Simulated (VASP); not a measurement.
Wanted: the native input for a VASP 6.6.1 run.

- Task: single point
- Functional: PBE
- Potentials or basis: VASP PAW PBE potentials, release 64 (K_sv, Br)
- Cutoff: 520 eV
- k mesh: 16 × 16 × 16
- Occupations: gaussian, width 0.1 eV
- Spin: no spin polarisation
- Dipole correction: no
- Further INCAR settings: ALGO = Normal; EDIFF = 1e-07; NBANDS = 20

The structure of K2Br lies in POSCAR:

```
K2Br
1.0
   -2.0757813489      2.0757813489      7.9223932598
    2.0757813489     -2.0757813489      7.9223932598
    2.0757813489      2.0757813489     -7.9223932598
K Br
2 1
Direct
    0.6238844848      0.6238844848      0.0000000000
    0.3761155152      0.3761155152      0.0000000000
    0.0000000000      0.0000000000      0.0000000000
```

The input as run:

INCAR

```
SYSTEM = K2Br
PREC = Accurate
ENCUT = 520
EDIFF = 1E-7
ISMEAR = 0
SIGMA = 0.1
LREAL = .False.
LASPH = .True.
NELM = 100
ALGO = Normal
ISIF = 2
LWAVE = .False.
LCHARG = .True.
GGA = PE
LELF = .True.
LVHAR = .True.
NBANDS = 20
```

KPOINTS

```
regular mesh
0
Gamma
  16 16 16
  0 0 0
```

Potentials or basis: VASP PAW PBE potentials, release 64 (K_sv, Br).

Command:

```bash
$ cat potpaw_PBE.64/K_sv/POTCAR potpaw_PBE.64/Br/POTCAR > POTCAR
$ mpirun -np 1 vasp_std > vasp.out
```

It gave:

* Pressure: 0.0 GPa
* Largest force: 0.006 eV/Å
* Band gap on the k mesh: zero (an odd number of electrons rules out a gap without spin polarisation)

Caveat: an odd number of electrons without spin polarisation forces a metal; a magnetic or distorted state may lie lower.

It took 23 min on 1 thread of Intel(R) Xeon(R) 6975P-C (Granite Rapids) (shared host), peak memory 1.2 GiB.
